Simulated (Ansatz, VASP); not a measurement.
## One calculation of ZnS, two programs

Contents of INCAR:

```
SYSTEM = ZnS
ALGO = Normal ; EDIFF = 1E-8
ENCUT = 400 ; GGA = PE
GGA_COMPAT = .FALSE. ; ISIF = 2
ISMEAR = -1 ; LASPH = .TRUE.
LCHARG = .FALSE. ; LEFG = .TRUE.
LREAL = .FALSE. ; LWAVE = .FALSE.
NBANDS = 66 ; NELM = 120
PREC = Accurate ; SIGMA = 0.01
```

KPOINTS

```
k-points
0
G
  8 8 2
  0 0 0
```

File POSCAR:

```
ZnS
1.0
    3.8120000000      0.0000000000      0.0000000000
   -1.9060000000      3.3012888392      0.0000000000
    0.0000000000      0.0000000000     18.6899900000
Zn S
6 6
Direct
    0.0000000000      0.0000000000      0.0000000000
    0.0000000000      0.0000000000      0.5000000000
    0.3333333333      0.6666666667      0.1666700000
    0.6666666667      0.3333333333      0.6666700000
    0.6666666667      0.3333333333      0.3333300000
    0.3333333333      0.6666666667      0.8333300000
    0.0000000000      0.0000000000      0.1250000000
    0.0000000000      0.0000000000      0.6250000000
    0.3333333333      0.6666666667      0.2916700000
    0.6666666667      0.3333333333      0.7916700000
    0.6666666667      0.3333333333      0.4583300000
    0.3333333333      0.6666666667      0.9583300000
```

Input for Ansatz:

```yaml
crystal:
  lattice:
    - [3.812, 0.0, 0.0]
    - [-1.906, 3.3012888392, 0.0]
    - [0.0, 0.0, 18.68999]
  atoms:
    - { symbol: Zn, position: [0.0, 0.0, 0.0] }
    - { symbol: Zn, position: [0.0, 0.0, 0.5] }
    - { symbol: Zn, position: [0.3333333333, 0.6666666667, 0.16667] }
    - { symbol: Zn, position: [0.6666666667, 0.3333333333, 0.66667] }
    - { symbol: Zn, position: [0.6666666667, 0.3333333333, 0.33333] }
    - { symbol: Zn, position: [0.3333333333, 0.6666666667, 0.83333] }
    - { symbol: S, position: [0.0, 0.0, 0.125] }
    - { symbol: S, position: [0.0, 0.0, 0.625] }
    - { symbol: S, position: [0.3333333333, 0.6666666667, 0.29167] }
    - { symbol: S, position: [0.6666666667, 0.3333333333, 0.79167] }
    - { symbol: S, position: [0.6666666667, 0.3333333333, 0.45833] }
    - { symbol: S, position: [0.3333333333, 0.6666666667, 0.95833] }
kpoints:
  mp_grid: { grid: [8, 8, 2] }
scf:
  occupations: { method: fermi_dirac, width: 0.01 }
hamiltonian:
  xc: pbe
  pseudopotentials: { kind: paw }
output:
  forces: true
  stress: true
  populations: true
  efg:
    quadrupole_moments_barn: { Zn: 0.122, S: -0.0694 }
    contact_densities: true
```

Alike in both runs: task electric field gradients; functional PBE; k mesh 8 × 8 × 2; occupations fermi-dirac, width 0.01 eV; no spin polarisation.

|  | VASP | Ansatz |
| --- | --- | --- |
| version | VASP 6.6.1 | Ansatz 0.2.0 |
| potentials or method | VASP PAW PBE potentials, release 64 (Zn, S) | plane-wave PAW, scalar-relativistic |
| plane-wave cutoff (eV) | 400 | 420 |
| valence electrons in the cell | 108 | 108 |

Ansatz gave:

* gap on the k mesh at the Fermi level (eV): 2.16
* pressure (GPa): 2.1
* rms of the force components (eV/Å): 0.010
* size of Vzz on the site where it differs most (V/Å²): 0.8

Problem. What did VASP give for the same quantities?

Solution. gap on the k mesh at the Fermi level (eV): 2.17; pressure (GPa): 2.0; rms of the force components (eV/Å): 0.010; size of Vzz on the site where it differs most (V/Å²): 0.7.

Atom by atom the forces differ by 0.000 eV/Å (rms over components). The functional is the same, so the differences come from potentials, cutoffs and numerics.
